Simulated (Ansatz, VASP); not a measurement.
MnO in VASP and in Ansatz

```
Mn O
1.0
     3.39802    0.00000    0.00000
    -1.69901    2.94277    0.00000
     0.00000    0.00000    5.30241
Mn O
2 2
Direct
  0.33333 0.66667 0.99791
  0.66667 0.33333 0.49791
  0.33333 0.66667 0.38852
  0.66667 0.33333 0.88852
```

Alike in both runs: task single point; functional PBE; k mesh 12 × 12 × 6; occupations gaussian, width 0.05 eV; no spin polarisation.

|  | VASP | Ansatz |
| --- | --- | --- |
| version | VASP 6.6.1 | Ansatz 0.2.0 |
| potentials or method | VASP PAW PBE potentials, release 64 (Mn_pv, O), cutoff 600 eV | scalar-relativistic, plane waves, PAW |
| valence electrons in the cell | 38 | 42 |

```csv
,VASP,Ansatz,Ansatz less VASP
gap on the k mesh at the Fermi level (eV),none,none,-
rms of the force components (eV/Å),0.150,0.151,+0.0011
```

Atom by atom the forces differ by 0.001 eV/Å (rms over components). A gap of «none» marks a metal or a gap that the smearing closes. With one functional, cell and mesh, what is left measures potentials, basis and numerics. VASP's potentials hold 38 valence electrons a cell and Ansatz's 42, so a difference there can come from the potentials and not from the codes.
